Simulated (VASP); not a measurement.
Crystal: Pt.

```
Pt
1.0
     0.00000    2.01608    2.01608
     2.01608    0.00000    2.01608
     2.01608    2.01608    0.00000
Pt
1
Direct
  0.00000 0.00000 0.00000
```

Base run:

* Program: VASP 6.6.1
* Functional: PBEsol
* Potentials or basis: VASP PAW PBE potentials, release 64 (Pt)
* Cutoff: 520 eV
* k mesh: 22 × 22 × 22
* Occupations: gaussian, width 0.15 eV
* Spin: collinear spin
* Starting moments: [0.05] μB
* Fixed moment: 0.05 μB

Its results: pressure -19.9 GPa; site moments Pt +0.05 μB.

Question: The run is repeated on the same cell with these changes: fixed moment from 0.05 μB to 0.45 μB; moments at the start from [0.05] to [0.45]. What comes out?

Answer: Pressure -19.1 GPa; site moments Pt +0.45 μB.

Caveats: the cell stands under tension; the PAW data sets were made with another functional, which shifts forces and pressure a little; the total moment is fixed, so each spin has its own Fermi level.
